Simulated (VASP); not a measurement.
Set up this calculation in VASP 6.6.1, as the native input.

* Task: single point
* Functional: PBE
* Potentials or basis: VASP PAW PBE potentials, release 64 (Sn_d, C)
* Cutoff: 520 eV
* k mesh: 10 × 10 × 10
* Occupations: gaussian, width 0.02 eV
* Spin: no spin polarisation
* Dipole correction: no
* Further INCAR settings: ALGO = Normal; EDIFF = 1e-07; NBANDS = 18

The structure of SnC2 lies in POSCAR:

```
SnC2
1.0
   -2.0349669140      2.0349669140      3.2982960436
    2.0349669140     -2.0349669140      3.2982960436
    2.0349669140      2.0349669140     -3.2982960436
Sn C
1 2
Direct
    0.0000000000      0.0000000000      0.0000000000
    0.5962663696      0.5962663696      0.0000000000
    0.4037336304      0.4037336304      0.0000000000
```

One way to write it, as run:

INCAR

```
SYSTEM = SnC2
PREC = Accurate ; ENCUT = 520
EDIFF = 1E-7 ; ISMEAR = 0
SIGMA = 0.02 ; LREAL = .FALSE.
LASPH = .TRUE. ; NELM = 100
ALGO = Normal ; ISIF = 2
LWAVE = .FALSE. ; LCHARG = .FALSE.
GGA = PE ; NBANDS = 18
```

KPOINTS

```
Automatic mesh
0
G
  10 10 10
  0 0 0
```

Potentials or basis: VASP PAW PBE potentials, release 64 (Sn_d, C).

Launch:

```console
$ cat potpaw_PBE.64/Sn_d/POTCAR potpaw_PBE.64/C/POTCAR > POTCAR
$ mpirun -np 1 vasp_std > vasp.out
```

Results of the run:

```
Pressure               : 0.1 GPa
Largest force          : 0.108 eV/Å
Band gap on the k mesh : 0.94 eV, indirect (least direct gap 1.70 eV)
```

Caveat: spin-orbit coupling is left out, which moves the levels of the heavy elements.

It took 80 s on 1 thread of Intel(R) Xeon(R) Platinum 8488C (Sapphire Rapids) (shared host), peak memory 0.26 GiB.
